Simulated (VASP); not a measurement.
Here is a VASP 6.6.1 calculation.

INCAR

```
SYSTEM = Mg5Te2
ALGO = Normal ; EDIFF = 1E-6
ENCUT = 600 ; GGA = PE
GGA_COMPAT = .False. ; ISIF = 2
ISMEAR = 0 ; LASPH = .True.
LCHARG = .False. ; LREAL = .False.
LWAVE = .False. ; NBANDS = 20
NELM = 120 ; PREC = Accurate
SIGMA = 0.2
```

KPOINTS

```
k-points
0
Gamma
  3 3 3
  0 0 0
```

The input POSCAR:

```
Mg5Te2
1.0
    2.9555384727      1.7063809328      6.9394835160
   -2.9555384727      1.7063809328      6.9394835160
    0.0000000000     -3.4127618656      6.9394835160
Mg Te
5 2
Direct
    0.5000000000      0.5000000000      0.0000000000
    0.0000000000      0.5000000000      0.5000000000
    0.5000000000      0.0000000000      0.5000000000
    0.9216739950      0.9216739950      0.9216739950
    0.0783260050      0.0783260050      0.0783260050
    0.7842674663      0.7842674663      0.7842674663
    0.2157325337      0.2157325337      0.2157325337
```

Potentials or basis: VASP PAW PBE potentials, release 64 (Mg, Te).

Run with:

```sh
$ cat potpaw_PBE.64/Mg/POTCAR potpaw_PBE.64/Te/POTCAR > POTCAR
$ mpirun -np 1 vasp_std > vasp.out
```

(1) Predict the band gap on the k mesh.

(2) Estimate the largest force.

(3) Predict the pressure.

## Answers

(1) zero (band 11 reaches 2.85 eV, above the bottom of band 12 at 2.64 eV).

(2) 0.041 eV/Å.

(3) 0.0 GPa.

Caveat: the k points lie up to 0.42 Å⁻¹ apart; spin-orbit coupling is left out, which moves the levels of the heavy elements.
